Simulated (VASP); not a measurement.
# KBr (Immm) in VASP: single point with LDA

Aim: the single point of KBr with LDA.

All numbers are computed with VASP 6.6.1; they aren't measurements. Logs are shortened: lines on timing, memory, paths and dates and some standing lists are left out, and cuts for length are marked.

## 1. The cell of the first run

It takes space group Immm (No. 71, orthorhombic). The conventional cell has a = 4.569 Å, b = 4.744 Å, c = 6.585 Å, α = 90.00°, β = 90.00°, γ = 90.00°. Within 4.3 Å of K (site symmetry mmm) lie 6 Br at 3.29 Å. Br (site symmetry mmm) has 6 K at 3.29 Å within 4.3 Å.

## 2. Single point, LDA

The input, INCAR:

```
SYSTEM = KBr
ALGO     = Normal         ! electronic algorithm
EDIFF    = 1E-6           ! SCF threshold, eV
ENCUT    = 500            ! plane-wave cutoff, eV
GGA      = CA             ! functional
GGA_COMPAT= .False.      
ISIF     = 2              ! what is computed and relaxed
ISMEAR   = 0              ! smearing method
LASPH    = .True.         ! aspherical terms in the spheres
LCHARG   = .False.        ! write CHGCAR
LREAL    = .False.        ! projectors in reciprocal space
LWAVE    = .False.        ! write WAVECAR
NBANDS   = 15             ! bands
NELM     = 120            ! most SCF steps
PREC     = Accurate       ! precision mode
SIGMA    = 0.05           ! smearing width, eV
```

The input, KPOINTS:

```
k-points
0
Gamma
  9 9 9
  0 0 0
```

The input, POSCAR:

```
KBr
1.0
    0.0617343750      3.2925000000      3.2925000000
    3.3542343750      0.0000000000      3.3542343750
    3.2925000000      3.2925000000      0.0617343750
K Br
1 1
Direct
    0.0000000000      0.0000000000      0.0000000000
    0.5000000000      0.5000000000      0.5000000000
```

Potentials or basis: VASP PAW LDA potentials, release 64 (K_sv, Br).

Started as:

```
$ cat potpaw_LDA.64/K_sv/POTCAR potpaw_LDA.64/Br/POTCAR > POTCAR
$ mpirun -np 1 vasp_std > vasp.out
```

OUTCAR:

```text
SYSTEM = KBr
   EDIFF = 1E-6
   ENCUT = 500
   GGA = CA
   ISIF = 2
   ISMEAR = 0
   LASPH = .True.
   LREAL = .False.
   NELM = 120
   PREC = Accurate

 ion  position               nearest neighbor table
   1  0.000  0.000  0.000-   2 3.29   2 3.29   2 3.29   2 3.29   2 3.29   2 3.29
   2  0.500  0.500  0.500-   1 3.29   1 3.29   1 3.29   1 3.29   1 3.29   1 3.29

  LATTYP: Found a body centered orthorhombic cell.
 ALAT       =     4.5689925637
 B/A-ratio  =     1.0382165605
 C/A-ratio  =     1.4412367515

  Lattice vectors:

 A1 = (   0.0617343750,  -3.2925000000,   3.2925000000)
 A2 = (  -0.0617343750,  -3.2925000000,  -3.2925000000)
 A3 = (   3.2925000000,   3.2925000000,   0.0617343750)

Analysis of symmetry for initial positions (statically):
=====================================================================
 Subroutine PRICEL returns:
 Original cell was already a primitive cell.

 Routine SETGRP: Setting up the symmetry group for a
 body centered orthorhombic supercell.

 Subroutine GETGRP returns: Found  8 space group operations
 (whereof  8 operations were pure point group operations)
 out of a pool of  8 trial point group operations.

The static configuration has the point symmetry D_2h.

Analysis of symmetry for dynamics (positions and initial velocities):
=====================================================================
 Subroutine PRICEL returns:
 Original cell was already a primitive cell.

 Routine SETGRP: Setting up the symmetry group for a
 body centered orthorhombic supercell.

 Subroutine GETGRP returns: Found  8 space group operations
 (whereof  8 operations were pure point group operations)
 out of a pool of  8 trial point group operations.

The dynamic configuration has the point symmetry D_2h.

 Subroutine INISYM returns: Found  8 space group operations
 (whereof  8 operations are pure point group operations),
 and found     1 'primitive' translations

----------------------------------------------------------------------------------------

                                     Primitive cell

  volume of cell :      71.3600

  direct lattice vectors                    reciprocal lattice vectors
     0.061734375  3.292500000  3.292500000    -0.154762077  0.151860289  0.154762077
     3.354234375  0.000000000  3.354234375     0.149065314 -0.151860289  0.149065314
     3.292500000  3.292500000  0.061734375     0.154762077  0.151860289 -0.154762077

  length of vectors
     4.656707381  4.743603745  4.656707381     0.266390969  0.259812399  0.266390969

  position of ions in fractional coordinates (direct lattice)
     0.000000000  0.000000000  0.000000000
     0.500000000  0.500000000  0.500000000

  ion indices of the primitive-cell ions
   primitive index   ion index
                 1           1
                 2           2

----------------------------------------------------------------------------------------

 KPOINTS: k-points

Automatic generation of k-mesh.
 Grid dimensions read from file:
 generate k-points for:    9    9    9

 Generating k-lattice:

  Cartesian coordinates                     Fractional coordinates (reciprocal lattice)
    -0.017195786  0.016873365  0.017195786     0.111111111  0.000000000 -0.000000000
     0.016562813 -0.016873365  0.016562813     0.000000000  0.111111111  0.000000000
     0.017195786  0.016873365 -0.017195786    -0.000000000  0.000000000  0.111111111

  Length of vectors
     0.029598997  0.028868044  0.029598997

  Shift w.r.t. Gamma in fractional coordinates (k-lattice)
     0.000000000  0.000000000  0.000000000

 Subroutine IBZKPT returns following result:
 ===========================================

 Found    125 irreducible k-points:

 Following reciprocal coordinates:
            Coordinates               Weight
  0.000000  0.000000  0.000000      1.000000
  0.111111  0.000000 -0.000000      4.000000
  0.222222  0.000000 -0.000000      4.000000
  0.333333  0.000000 -0.000000      4.000000
  0.444444  0.000000 -0.000000      4.000000
  0.000000  0.111111  0.000000      4.000000
[... 16 lines left out ...]
 -0.111111  0.222222  0.000000      8.000000
  0.000000  0.333333  0.000000      4.000000
 [... further k-points ...]
   k-points           NKPTS =    125   k-points in BZ     NKDIM =    125   number of bands    NBANDS=     15
   number of dos      NEDOS =    301   number of ions     NIONS =      2
   total plane-waves  NPLWV =  46656
   dimension x,y,z NGX =    36 NGY =   36 NGZ =   36
   dimension x,y,z NGXF=    72 NGYF=   72 NGZF=   72
   ions per type =               1   1
   NGX,Y,Z   is equivalent  to a cutoff of  12.85, 12.62, 12.85 a.u.
   NGXF,Y,Z  is equivalent  to a cutoff of  25.70, 25.23, 25.70 a.u.
 SYSTEM =  KBr
   PREC   = accura    normal or accurate (medium, high low for compatibility)
   ISTART =      0    job   : 0-new  1-cont  2-samecut
   ICHARG =      2    charge: 1-file 2-atom 10-const
   ISPIN  =      1    spin polarized calculation?
   LNONCOLLINEAR =      F non collinear calculations
   LSORBIT =      F    spin-orbit coupling
   LASPH  =      T    aspherical Exc in radial PAW
   ENCUT  =  500.0 eV  36.75 Ry    6.06 a.u.   8.49  8.65  8.49*2*pi/ulx,y,z
   NELM   =    120;   NELMIN=  2; NELMDL= -5     # of ELM steps
   EDIFF  = 0.1E-05   stopping-criterion for ELM
   LREAL  =      F    real-space projection
   EDIFFG = 0.1E-04   stopping-criterion for IOM
   NSW    =      0    number of steps for IOM
   IBRION =     -1    ionic relax: 0-MD 1-quasi-New 2-CG
   NFREE  =      0    steps in history (QN), initial steepest desc. (CG)
   ISIF   =      2    stress and relaxation
   ISYM   =      2    0-nonsym 1-usesym 2-fastsym
   POTIM  = 0.5000    time-step for ionic-motion
   TEBEG  =    0.0;   TEEND  =   0.0 temperature during run
   PSTRESS=    0.0 pullay stress
   NELECT =      16.0000    total number of electrons
   NUPDOWN=      -1.0000    fix difference up-down
   EMIN   =  10.00;   EMAX   =-10.00  energy-range for DOS
   EFERMI =   0.00;   METHOD = LEGACY
   ISMEAR =     0;   SIGMA  =   0.05  broadening in eV -4-tet -1-fermi 0-gaus
   EFERMI_NEDOS =   21; number of points for ismear=-14 and -15
   IALGO  =     38    algorithm
   IMIX   =      4    mixing-type and parameters
     AMIX     =   0.40;   BMIX     =  1.00
     AMIX_MAG =   1.60;   BMIX_MAG =  1.00
  volume/ion in A,a.u.               =      35.68       240.78
  Fermi-wavevector in a.u.,A,eV,Ry     =   0.994558  1.879441 13.458133  0.989145
  Thomas-Fermi vector in A             =   2.126517
   LORBIT       =      0    0 simple, 1 ext, 2 COOP (PROOUT), +10 PAW based schemes
   GGA     = CA    functional components
   LHFCALC =     F    Hartree Fock is set to
   AEXX    =    0.0000 exact exchange contribution
   IVDW    =     0    specifies the selected vdW correction
   LEPSILON=     F    determine dielectric tensor
   LRPA    =     F    only Hartree local field effects (RPA)
 non-spin polarized calculation
 Gauss-broadening in eV      SIGMA  =   0.05
  energy-cutoff  :      500.00
  volume of cell :       71.36
 maximum number of plane-waves:      1835
 NGX is ok and might be reduce to    36
   NGX = 17   NGY = 17   NGZ = 17

 number of electron      16.0000000 magnetization

 Free energy of the ion-electron system (eV)
  ---------------------------------------------------
  ext. energy  EPLUGINS =         0.00000000
  ---------------------------------------------------
  free energy    TOTEN  =        -6.80045641 eV

  energy without entropy =       -6.80045641  energy(sigma->0) =       -6.80045641

 E-fermi :  -1.5657     XC(G=0):  -7.9153

 val. band max:       -1.8379104660   @ k =   0.0000   0.0000   0.0000
 cond. band min:       2.1698720479   @ k =   0.0000   0.0000   0.0000
 fundamental gap:      4.0077825139
 Fermi energy:        -1.5657030823

 k-point     1 :       0.0000    0.0000    0.0000
  band No.  band energies     occupation
      1     -29.2808      2.00000
      2     -14.2149      2.00000
      3     -12.9963      2.00000
      4     -12.9958      2.00000
      5     -12.9951      2.00000
      6      -1.9223      2.00000
      7      -1.8839      2.00000
      8      -1.8379      2.00000
      9       2.1699      0.00000
     10       5.3126      0.00000
     11       5.4660      0.00000
     12       5.6190      0.00000
     13       6.3423      0.00000
     14       6.3503      0.00000
     15       9.3279      0.00000

 k-point     2 :       0.1111    0.0000   -0.0000
  band No.  band energies     occupation
      1     -29.2800      2.00000
      2     -14.2352      2.00000
      3     -12.9971      2.00000
      4     -12.9957      2.00000
      5     -12.9676      2.00000
      6      -2.0597      2.00000
      7      -1.9696      2.00000
      8      -1.9145      2.00000
      9       2.5070      0.00000
     10       5.4352      0.00000
     11       5.4666      0.00000
     12       5.6814      0.00000
     13       6.5101      0.00000
     14       6.5125      0.00000
     15       9.8380      0.00000

 k-point     3 :       0.2222    0.0000   -0.0000
  band No.  band energies     occupation
      1     -29.2779      2.00000
      2     -14.2830      2.00000
      3     -13.0000      2.00000
      4     -12.9973      2.00000
      5     -12.8988      2.00000
      6      -2.4877      2.00000
      7      -2.0845      2.00000
      8      -2.0322      2.00000
      9       3.2742      0.00000
     10       5.3444      0.00000
     11       5.9019      0.00000
     12       6.1022      0.00000
     13       6.9602      0.00000
     14       6.9927      0.00000
     15      10.4522      0.00000
[... 343 lines left out ...]
 k-point    23 :      -0.1111    0.2222    0.0000
  band No.  band energies     occupation
      1     -29.2770      2.00000
      2     -14.3060      2.00000
      3     -13.0129      2.00000
      4     -12.9955      2.00000
      5     -12.8594      2.00000
      6      -2.6905      2.00000
      7      -2.1188      2.00000
      8      -2.0643      2.00000
      9       3.7050      0.00000
     10       5.1449      0.00000
     11       6.1391      0.00000
     12       6.6752      0.00000
     13       7.0773      0.00000
     14       7.4967      0.00000
     15       9.6919      0.00000

 k-point    24 :       0.0000    0.3333    0.0000
  band No.  band energies     occupation
      1     -29.2762      2.00000
      2     -14.3462      2.00000
      3     -13.0016      2.00000
      4     -12.9984      2.00000
      5     -12.8099      2.00000
      6      -2.9063      2.00000
      7      -2.1575      2.00000
      8      -2.0981      2.00000
      9       3.9765      0.00000
     10       5.4999      0.00000
     11       6.5989      0.00000
     12       6.7983      0.00000
     13       7.5803      0.00000
     14       7.6528      0.00000
     15       9.3328      0.00000

 [... further k-points ...]

------------------------ aborting loop because EDIFF is reached ----------------------------------------

  FORCE on cell =-STRESS in cart. coord.  units (eV):
  Direction    XX          YY          ZZ          XY          YZ          ZX
  --------------------------------------------------------------------------------------
  -------------------------------------------------------------------------------------
  Total       -0.6796577     -0.6833569     -0.6796577      0.0000000      0.0000000     -0.0946461
  in kB      -15.2597073    -15.3427623    -15.2597073      0.0000000      0.0000000     -2.1249986
  external PRESSURE =     -15.2873923 kB  Pullay stress =       0.0000000 kB

 VOLUME and BASIS-vectors are now :
 -----------------------------------------------------------------------------
  energy-cutoff  :      500.00
  volume of cell :       71.36
      direct lattice vectors                 reciprocal lattice vectors
     0.061734375  3.292500000  3.292500000    -0.154762077  0.151860289  0.154762077
     3.354234375  0.000000000  3.354234375     0.149065314 -0.151860289  0.149065314
     3.292500000  3.292500000  0.061734375     0.154762077  0.151860289 -0.154762077

 POSITION                                       TOTAL-FORCE (eV/Angst)
 -----------------------------------------------------------------------------------
      0.00000      0.00000      0.00000        -0.000000      0.000000     -0.000000
      3.35423      3.29250      3.35423         0.000000     -0.000000      0.000000
 -----------------------------------------------------------------------------------
    total drift:                                0.000000      0.000000      0.000000

  FREE ENERGIE OF THE ION-ELECTRON SYSTEM (eV)
  ---------------------------------------------------
  free  energy   TOTEN  =        -6.8004564108 eV

  energy  without entropy=       -6.8004564108  energy(sigma->0) =       -6.80045641
```

Wall time 85 s (1 thread of Intel Xeon Platinum 8375C at 2.90GHz (Ice Lake), shared host); peak memory 0.26 GiB.

What came out:

| Item | Value |
| --- | --- |
| Free energy | -6.8005 eV |
| Pressure | -1.5 GPa |
| Band gap on the k mesh | 4.01 eV |

Levels at points of the mesh, in eV from the valence-band top:
```tsv
k point	band 6	band 7	band 8	band 9	band 10	band 11
(0.00, 0.00, 0.00)	-0.08	-0.05	0.00	4.01	7.15	7.30
```

A k mesh can miss the band edges. As with any semilocal functional, this LDA gap is likely too small.
